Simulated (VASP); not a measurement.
# AlNi (P4/mmm) in VASP: a series of runs

AlNi is run at these levels: PBEsol; tasks: single point.

Everything below comes from runs of VASP 6.6.1. Logs are shortened: lines on timing, memory, paths and dates and some standing lists are left out, and cuts for length are marked.

## Step 1: The cell of the first run

Symmetry: P4/mmm, No. 123, tetragonal system. The conventional cell has a = 2.954 Å, b = 2.954 Å, c = 3.022 Å, α = 90.00°, β = 90.00°, γ = 90.00°. Al (site symmetry 4/mmm) has 8 Ni at 2.58 Å and 6 Al at 2.95 to 3.02 Å within 3.4 Å. Ni (site symmetry 4/mmm) has 8 Al at 2.58 Å and 6 Ni at 2.95 to 3.02 Å within 3.4 Å.

## Step 2: Single point, PBEsol

The input, INCAR:

```
ALGO = Fast ; EDIFF = 1E-6
ENCUT = 520 ; GGA = PS
ISIF = 2 ; ISMEAR = 0
LASPH = True ; LCHARG = False
LREAL = False ; LWAVE = False
NBANDS = 14 ; NELM = 100
PREC = Accurate ; SIGMA = 0.15
```

The input, KPOINTS:

```
k-points
0
Gamma
  16 16 16
```

The input, POSCAR:

```
AlNi
1.0
    2.0885383387     -2.0884828388      0.0000000000
    2.0885383387      2.0884828388      0.0000000000
    0.0000000000      0.0000000000      3.0219000000
Al Ni
1 1
Direct
    0.0000000000      0.0000000000      0.0000000000
    0.5000000000      0.5000000000      0.5000000000
```

Potentials or basis: VASP PAW PBE potentials, release 64 (Al, Ni).

Launch:

```sh
cat potpaw_PBE.64/Al/POTCAR potpaw_PBE.64/Ni/POTCAR > POTCAR
mpirun -np 1 vasp_std > vasp.out
```

OUTCAR:

```text
EDIFF = 1E-6
   ENCUT = 520
   GGA = PS
   ISIF = 2
   ISMEAR = 0
   LASPH = True
   LREAL = False
   NELM = 100
   PREC = Accurate

 ion  position               nearest neighbor table
   1  0.000  0.000  0.000-   2 2.58   2 2.58   2 2.58   2 2.58   2 2.58   2 2.58   2 2.58   2 2.58

   2  0.500  0.500  0.500-   1 2.58   1 2.58   1 2.58   1 2.58   1 2.58   1 2.58   1 2.58   1 2.58

  LATTYP: Found a base centered orthorhombic cell.
 ALAT       =     4.1769656776
 B/A-ratio  =     1.0000265743
 C/A-ratio  =     0.7234677594

  Lattice vectors:

 A1 = (  -2.0885383387,  -2.0884828388,   0.0000000000)
 A2 = (   2.0885383387,  -2.0884828388,   0.0000000000)
 A3 = (   0.0000000000,   0.0000000000,   3.0219000000)

Analysis of symmetry for initial positions (statically):
=====================================================================
 Subroutine PRICEL returns:
 Original cell was already a primitive cell.

 Routine SETGRP: Setting up the symmetry group for a
 base centered orthorhombic supercell.

 Subroutine GETGRP returns: Found  8 space group operations
 (whereof  8 operations were pure point group operations)
 out of a pool of  8 trial point group operations.

The static configuration has the point symmetry D_2h.

Analysis of symmetry for dynamics (positions and initial velocities):
=====================================================================
 Subroutine PRICEL returns:
 Original cell was already a primitive cell.

 Routine SETGRP: Setting up the symmetry group for a
 base centered orthorhombic supercell.

 Subroutine GETGRP returns: Found  8 space group operations
 (whereof  8 operations were pure point group operations)
 out of a pool of  8 trial point group operations.

The dynamic configuration has the point symmetry D_2h.

 Subroutine INISYM returns: Found  8 space group operations
 (whereof  8 operations are pure point group operations),
 and found     1 'primitive' translations

----------------------------------------------------------------------------------------

                                     Primitive cell

  volume of cell :      26.3623

  direct lattice vectors                    reciprocal lattice vectors
     2.088538339 -2.088482839  0.000000000     0.239401878 -0.239408240  0.000000000
     2.088538339  2.088482839  0.000000000     0.239401878  0.239408240  0.000000000
     0.000000000  0.000000000  3.021900000     0.000000000  0.000000000  0.330917635

  length of vectors
     2.953600000  2.953600000  3.021900000     0.338569881  0.338569881  0.330917635

  position of ions in fractional coordinates (direct lattice)
     0.000000000  0.000000000  0.000000000
     0.500000000  0.500000000  0.500000000

  ion indices of the primitive-cell ions
   primitive index   ion index
                 1           1
                 2           2

----------------------------------------------------------------------------------------

 KPOINTS: k-points

Automatic generation of k-mesh.
 Grid dimensions read from file:
 generate k-points for:   16   16   16

 Generating k-lattice:

  Cartesian coordinates                     Fractional coordinates (reciprocal lattice)
     0.014962617 -0.014963015  0.000000000     0.062500000  0.000000000  0.000000000
     0.014962617  0.014963015  0.000000000     0.000000000  0.062500000  0.000000000
     0.000000000  0.000000000  0.020682352     0.000000000  0.000000000  0.062500000

  Length of vectors
     0.021160618  0.021160618  0.020682352

  Shift w.r.t. Gamma in fractional coordinates (k-lattice)
     0.000000000  0.000000000  0.000000000

 Subroutine IBZKPT returns following result:
 ===========================================

 Found    657 irreducible k-points:

 Following reciprocal coordinates:
            Coordinates               Weight
  0.000000  0.000000  0.000000      1.000000
  0.062500  0.000000  0.000000      4.000000
  0.125000  0.000000  0.000000      4.000000
  0.187500  0.000000  0.000000      4.000000
  0.250000  0.000000  0.000000      4.000000
  0.312500  0.000000  0.000000      4.000000
[... 16 lines left out ...]
 -0.125000  0.062500  0.000000      4.000000
 -0.062500  0.062500  0.000000      2.000000
 [... further k-points ...]
   k-points           NKPTS =    657   k-points in BZ     NKDIM =    657   number of bands    NBANDS=     14
   number of dos      NEDOS =    301   number of ions     NIONS =      2
   total plane-waves  NPLWV =  13824
   dimension x,y,z NGX =    24 NGY =   24 NGZ =   24
   dimension x,y,z NGXF=    48 NGYF=   48 NGZF=   48
   ions per type =               1   1
   NGX,Y,Z   is equivalent  to a cutoff of  13.51, 13.51, 13.20 a.u.
   NGXF,Y,Z  is equivalent  to a cutoff of  27.02, 27.02, 26.41 a.u.
 SYSTEM =  unknown system
   PREC   = accura    normal or accurate (medium, high low for compatibility)
   ISTART =      0    job   : 0-new  1-cont  2-samecut
   ICHARG =      2    charge: 1-file 2-atom 10-const
   ISPIN  =      1    spin polarized calculation?
   LNONCOLLINEAR =      F non collinear calculations
   LSORBIT =      F    spin-orbit coupling
   LASPH  =      T    aspherical Exc in radial PAW
   ENCUT  =  520.0 eV  38.22 Ry    6.18 a.u.   5.49  5.49  5.62*2*pi/ulx,y,z
   NELM   =    100;   NELMIN=  2; NELMDL= -5     # of ELM steps
   EDIFF  = 0.1E-05   stopping-criterion for ELM
   LREAL  =      F    real-space projection
   EDIFFG = 0.1E-04   stopping-criterion for IOM
   NSW    =      0    number of steps for IOM
   IBRION =     -1    ionic relax: 0-MD 1-quasi-New 2-CG
   NFREE  =      0    steps in history (QN), initial steepest desc. (CG)
   ISIF   =      2    stress and relaxation
   ISYM   =      2    0-nonsym 1-usesym 2-fastsym
   POTIM  = 0.5000    time-step for ionic-motion
   TEBEG  =    0.0;   TEEND  =   0.0 temperature during run
   PSTRESS=    0.0 pullay stress
   NELECT =      13.0000    total number of electrons
   NUPDOWN=      -1.0000    fix difference up-down
   EMIN   =  10.00;   EMAX   =-10.00  energy-range for DOS
   EFERMI =   0.00;   METHOD = LEGACY
   ISMEAR =     0;   SIGMA  =   0.15  broadening in eV -4-tet -1-fermi 0-gaus
   EFERMI_NEDOS =   21; number of points for ismear=-14 and -15
   IALGO  =     68    algorithm
   IMIX   =      4    mixing-type and parameters
     AMIX     =   0.40;   BMIX     =  1.00
     AMIX_MAG =   1.60;   BMIX_MAG =  1.00
  volume/ion in A,a.u.               =      13.18        88.95
  Fermi-wavevector in a.u.,A,eV,Ry     =   1.293386  2.444145 22.760467  1.672847
  Thomas-Fermi vector in A             =   2.425035
   LORBIT       =      0    0 simple, 1 ext, 2 COOP (PROOUT), +10 PAW based schemes
   GGA     = PS    functional components
   LHFCALC =     F    Hartree Fock is set to
   AEXX    =    0.0000 exact exchange contribution
   IVDW    =     0    specifies the selected vdW correction
   LEPSILON=     F    determine dielectric tensor
   LRPA    =     F    only Hartree local field effects (RPA)
 non-spin polarized calculation
 RMM-DIIS sequential band-by-band and
 Gauss-broadening in eV      SIGMA  =   0.15
  energy-cutoff  :      520.00
  volume of cell :       26.36
 maximum number of plane-waves:       739
 NGX is ok and might be reduce to    24
   NGX = 11   NGY = 11   NGZ = 11

 number of electron      12.9999998 magnetization

 Free energy of the ion-electron system (eV)
  ---------------------------------------------------
  ext. energy  EPLUGINS =         0.00000000
  ---------------------------------------------------
  free energy    TOTEN  =       -11.43406261 eV

  energy without entropy =      -11.42441876  energy(sigma->0) =      -11.42924069

 E-fermi :   8.6767     XC(G=0): -11.7016

 val. band max:        8.6743335032   @ k =  -0.4375   0.4375   0.3750
 cond. band min:       8.6848199468   @ k =  -0.1250   0.0625   0.3125
 fundamental gap:      0.0104864436
 Fermi energy:         8.6766770418

 k-point     1 :       0.0000    0.0000    0.0000
  band No.  band energies     occupation
      1      -1.7695      2.00000
      2       5.8651      2.00000
      3       5.8819      2.00000
      4       7.3012      2.00000
      5       7.3012      2.00000
      6       7.3576      2.00000
      7      13.2754      0.00000
      8      14.0261      0.00000
      9      14.0263      0.00000
     10      16.3866      0.00000
     11      16.5990      0.00000
     12      20.7596      0.00000
     13      28.3091      0.00000
     14      28.3453      0.00000

 k-point     2 :       0.0625    0.0000    0.0000
  band No.  band energies     occupation
      1      -1.7013      2.00000
      2       5.8708      2.00000
      3       5.8877      2.00000
      4       7.2701      2.00000
      5       7.3042      2.00000
      6       7.3301      2.00000
      7      13.2604      0.00000
      8      13.3679      0.00000
      9      14.1148      0.00000
     10      16.4324      0.00000
     11      17.2072      0.00000
     12      21.0536      0.00000
     13      27.4106      0.00000
     14      27.9941      0.00000

 k-point     3 :       0.1250    0.0000    0.0000
  band No.  band energies     occupation
      1      -1.4972      2.00000
      2       5.8490      2.00000
      3       5.9283      2.00000
      4       7.1846      2.00000
      5       7.2541      2.00000
      6       7.3130      2.00000
      7      11.9167      0.00000
      8      13.6380      0.00000
      9      14.3749      0.00000
     10      16.4693      0.00000
     11      18.1301      0.00000
     12      21.9917      0.00000
     13      25.9123      0.00000
     14      26.5080      0.00000
[... 324 lines left out ...]
 k-point    23 :      -0.1250    0.0625    0.0000
  band No.  band energies     occupation
      1      -1.4295      2.00000
      2       5.8638      2.00000
      3       5.9297      2.00000
      4       7.1857      2.00000
      5       7.2215      2.00000
      6       7.2858      2.00000
      7      11.9726      0.00000
      8      13.6149      0.00000
      9      13.7279      0.00000
     10      16.8255      0.00000
     11      18.5739      0.00000
     12      22.1596      0.00000
     13      25.6190      0.00000
     14      25.9488      0.00000

 k-point    24 :      -0.0625    0.0625    0.0000
  band No.  band energies     occupation
      1      -1.6332      2.00000
      2       5.8845      2.00000
      3       5.8866      2.00000
      4       7.2641      2.00000
      5       7.2828      2.00000
      6       7.3012      2.00000
      7      13.2002      0.00000
      8      13.4596      0.00000
      9      13.4950      0.00000
     10      16.6808      0.00000
     11      17.6512      0.00000
     12      21.3106      0.00000
     13      27.0877      0.00000
     14      27.4133      0.00000

 [... further k-points ...]

------------------------ aborting loop because EDIFF is reached ----------------------------------------

  FORCE on cell =-STRESS in cart. coord.  units (eV):
  Direction    XX          YY          ZZ          XY          YZ          ZX
  --------------------------------------------------------------------------------------
  -------------------------------------------------------------------------------------
  Total       -2.5352494     -2.5345214     -2.7283620     -0.0000000      0.0000000      0.0000000
  in kB     -154.0805485   -154.0363085   -165.8170298     -0.0000000      0.0000000      0.0000000
  external PRESSURE =    -157.9779623 kB  Pullay stress =       0.0000000 kB

 VOLUME and BASIS-vectors are now :
 -----------------------------------------------------------------------------
  energy-cutoff  :      520.00
  volume of cell :       26.36
      direct lattice vectors                 reciprocal lattice vectors
     2.088538339 -2.088482839  0.000000000     0.239401878 -0.239408240  0.000000000
     2.088538339  2.088482839  0.000000000     0.239401878  0.239408240  0.000000000
     0.000000000  0.000000000  3.021900000     0.000000000  0.000000000  0.330917635

 POSITION                                       TOTAL-FORCE (eV/Angst)
 -----------------------------------------------------------------------------------
      0.00000      0.00000      0.00000         0.000000      0.000000      0.000000
      2.08854      0.00000      1.51095        -0.000000     -0.000000      0.000000
 -----------------------------------------------------------------------------------
    total drift:                                0.000000     -0.000000     -0.000000

  FREE ENERGIE OF THE ION-ELECTRON SYSTEM (eV)
  ---------------------------------------------------
  free  energy   TOTEN  =       -11.4340626147 eV

  energy  without entropy=      -11.4244187636  energy(sigma->0) =      -11.42924069
```

Run time: 1.9 min. Hardware: 1 thread of AMD EPYC 9R45 (Zen 5), shared host; peak memory 0.32 GiB.

Results:

```yaml
Free_energy: -11.4341 eV
Pressure: -15.8 GPa
Band_gap_on_the_k_mesh: zero (an odd number of electrons rules out a gap without spin polarisation)
```

Levels at points of the mesh, in eV from the Fermi level:
```tsv
k point	band 5	band 6	band 7	band 8	band 9	band 10
(0.00, 0.00, 0.00)	-1.38	-1.32	4.60	5.35	5.35	7.71
(0.50, 0.00, 0.00)	-1.94	-1.29	-0.55	8.15	9.07	9.64
(0.50, 0.50, 0.00)	-1.87	-1.87	-0.87	1.42	2.17	10.91
(0.00, 0.00, 0.50)	-1.94	-1.25	-0.69	8.17	9.70	9.70
(0.50, 0.00, 0.50)	-1.79	-1.78	-0.92	1.23	1.99	11.41
(0.50, 0.50, 0.50)	-0.85	2.03	2.07	2.07	2.90	3.99
```

Caveat: the cell stands under tension; the PAW data sets were made with another functional, which shifts forces and pressure a little.

## Step 3: Single point, PBEsol

This run uses another cell than the first one, of 13.27 Å³/atom.

Changes to INCAR since step 2:

```diff
@@ -5,3 +5,3 @@
 LREAL = False ; LWAVE = False
-NBANDS = 14 ; NELM = 100
+NBANDS = 14 ; NELM = 80
 PREC = Accurate ; SIGMA = 0.15
```

KPOINTS is that of step 2.

The input, POSCAR:

```
AlNi
1.0
    2.1222677803     -2.1222113841      0.0000000000
    2.1222677803      2.1222113841      0.0000000000
    0.0000000000      0.0000000000      2.9454000000
Al Ni
1 1
Direct
    0.0000000000      0.0000000000      0.0000000000
    0.5000000000      0.5000000000      0.5000000000
```

Potentials or basis: VASP PAW PBE potentials, release 64 (Al, Ni).

Launch:

```sh
cat potpaw_PBE.64/Al/POTCAR potpaw_PBE.64/Ni/POTCAR > POTCAR
mpirun -np 1 vasp_std > vasp.out
```

OUTCAR:

```text
EDIFF = 1E-6
   ENCUT = 520
   GGA = PS
   ISIF = 2
   ISMEAR = 0
   LASPH = True
   LREAL = False
   NELM = 80
   PREC = Accurate

 ion  position               nearest neighbor table
   1  0.000  0.000  0.000-   2 2.58   2 2.58   2 2.58   2 2.58   2 2.58   2 2.58   2 2.58   2 2.58

   2  0.500  0.500  0.500-   1 2.58   1 2.58   1 2.58   1 2.58   1 2.58   1 2.58   1 2.58   1 2.58

  LATTYP: Found a base centered orthorhombic cell.
 ALAT       =     4.2444227682
 B/A-ratio  =     1.0000265743
[... 600 lines left out ...]
------------------------ aborting loop because EDIFF is reached ----------------------------------------

  FORCE on cell =-STRESS in cart. coord.  units (eV):
  Direction    XX          YY          ZZ          XY          YZ          ZX
  --------------------------------------------------------------------------------------
  -------------------------------------------------------------------------------------
  Total       -2.7834983     -2.7827811     -2.5929301      0.0000000      0.0000000      0.0000000
  in kB     -168.0886698   -168.0453628   -156.5807256      0.0000000      0.0000000      0.0000000
  external PRESSURE =    -164.2382527 kB  Pullay stress =       0.0000000 kB

 VOLUME and BASIS-vectors are now :
 -----------------------------------------------------------------------------
  energy-cutoff  :      520.00
  volume of cell :       26.53
      direct lattice vectors                 reciprocal lattice vectors
     2.122267780 -2.122211384  0.000000000     0.235597037 -0.235603297  0.000000000
     2.122267780  2.122211384  0.000000000     0.235597037  0.235603297  0.000000000
     0.000000000  0.000000000  2.945400000     0.000000000  0.000000000  0.339512460

 POSITION                                       TOTAL-FORCE (eV/Angst)
 -----------------------------------------------------------------------------------
      0.00000      0.00000      0.00000        -0.000000      0.000000      0.000000
      2.12227      0.00000      1.47270         0.000000     -0.000000      0.000000
 -----------------------------------------------------------------------------------
    total drift:                                0.000000     -0.000000     -0.000000

  FREE ENERGIE OF THE ION-ELECTRON SYSTEM (eV)
  ---------------------------------------------------
  free  energy   TOTEN  =       -11.4176560054 eV

  energy  without entropy=      -11.4078821998  energy(sigma->0) =      -11.41276910
```

OSZICAR:

```text
N       E                     dE             d eps       ncg     rms          rms(c)
DAV:   1     0.383376512811E+02    0.38338E+02   -0.52996E+03 18556   0.938E+02
DAV:   2    -0.112215537123E+02   -0.49559E+02   -0.44886E+02 19458   0.174E+02
DAV:   3    -0.128936119185E+02   -0.16721E+01   -0.16534E+01 23582   0.357E+01
DAV:   4    -0.129163713260E+02   -0.22759E-01   -0.22753E-01 21706   0.379E+00
DAV:   5    -0.129170696134E+02   -0.69829E-03   -0.69827E-03 24002   0.727E-01    0.120E+01
RMM:   6    -0.156229682495E+02   -0.27059E+01   -0.17567E+01 22277   0.520E+01    0.189E+01
RMM:   7    -0.114495729239E+02    0.41734E+01   -0.50039E+00 20300   0.270E+01    0.114E+00
RMM:   8    -0.114295545344E+02    0.20018E-01   -0.13637E-01 19353   0.360E+00    0.797E-01
RMM:   9    -0.114219491162E+02    0.76054E-02   -0.37877E-02 20462   0.109E+00    0.575E-01
RMM:  10    -0.114176323297E+02    0.43168E-02   -0.72181E-03 22141   0.106E+00    0.916E-02
RMM:  11    -0.114179818769E+02   -0.34955E-03   -0.82494E-04 24428   0.350E-01    0.176E-01
RMM:  12    -0.114176458028E+02    0.33607E-03   -0.54929E-04 22980   0.265E-01    0.215E-02
RMM:  13    -0.114176544270E+02   -0.86242E-05   -0.91892E-05 24975   0.670E-02    0.169E-02
RMM:  14    -0.114176557607E+02   -0.13337E-05   -0.18145E-05 26013   0.297E-02    0.265E-02
RMM:  15    -0.114176560054E+02   -0.24469E-06   -0.28379E-06 19892   0.181E-02
   1 F= -.11417656E+02 E0= -.11412769E+02  d E =-.977381E-02
```

Wall time 1.9 min (1 thread of AMD EPYC 9R45 (Zen 5), shared host); peak memory 0.32 GiB.

What came out:

```yaml
Free_energy: -11.4177 eV
Pressure: -16.4 GPa
Band_gap_on_the_k_mesh: zero (an odd number of electrons rules out a gap without spin polarisation)
```

Levels at points of the mesh, in eV from the Fermi level:
| k point | band 3 | band 4 | band 5 | band 6 | band 7 | band 8 | band 9 | band 10 | band 11 | band 12 |
| --- | --- | --- | --- | --- | --- | --- | --- | --- | --- | --- |
| (0.00, 0.00, 0.00) | -2.77 | -1.38 | -1.33 | -1.33 | 4.86 | 4.86 | 5.49 | 7.74 | 7.86 | 11.97 |
| (0.50, 0.00, 0.00) | -2.39 | -2.00 | -1.90 | -1.26 | -0.63 | 8.14 | 9.26 | 9.68 | 9.86 | 10.20 |
| (0.50, 0.50, 0.00) | -2.68 | -2.67 | -1.75 | -1.75 | -0.92 | 1.17 | 1.92 | 11.45 | 14.58 | 14.75 |
| (0.00, 0.00, 0.50) | -2.36 | -1.99 | -1.99 | -1.29 | -0.51 | 8.16 | 9.34 | 9.34 | 9.86 | 9.86 |
| (0.50, 0.00, 0.50) | -2.61 | -2.52 | -1.83 | -1.81 | -0.88 | 1.34 | 2.07 | 11.04 | 14.11 | 14.24 |
| (0.50, 0.50, 0.50) | -3.61 | -0.89 | -0.85 | 2.05 | 2.05 | 2.08 | 2.85 | 3.91 | 4.10 | 4.10 |

Caveat: the cell stands under tension; the PAW data sets were made with another functional, which shifts forces and pressure a little. Spin polarisation is off, so any magnetic state and its effect on volume and gap are missing.
